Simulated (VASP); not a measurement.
**Ba: single point with PBE**

Ba:

```xyz
1
Lattice="4.3116 0.0000 0.0000 -2.1558 3.7340 0.0000 0.0000 0.0000 3.7177" Properties=species:S:1:pos:R:3 pbc="T T T"
Ba    0.0000    0.0000    0.0000
```

This cell differs from its parent crystal: strain +0.000 along x and y, -0.050 along z.

```yaml
Program: VASP 6.6.1
Task: single point
Functional: PBE
Potentials_or_basis: VASP PAW PBE potentials, release 64 (Ba_sv)
Cutoff: 520 eV
k_mesh: 15 × 15 × 12
Occupations: gaussian, width 0.15 eV
Spin: no spin polarisation
```

The pressure is 0.5 GPa and the band gap on the k mesh is zero (bands 5 and 6 overlap by 0.60 eV).

Stress tensor (GPa, compression positive):
```
-0.51  0.00  0.00
 0.00 -0.51  0.00
 0.00  0.00  2.42
```

Levels at points of the mesh, in eV from the Fermi level:
```csv
k point,band 2,band 3,band 4,band 5,band 6,band 7,band 8,band 9
"(0.00, 0.00, 0.00)",-14.04,-14.04,-13.77,-2.75,0.01,1.62,1.62,5.19
"(0.00, 0.00, 0.50)",-14.90,-13.91,-13.91,-0.59,0.93,2.30,2.30,2.40
```

Wall time 77 s on 1 thread of Intel Xeon 8259CL (shared host), peak memory 0.26 GiB.

Caveat: the cell differs from its parent crystal (strain +0.000 along x and y, -0.050 along z); spin-orbit coupling is left out, which moves the levels of the heavy elements.
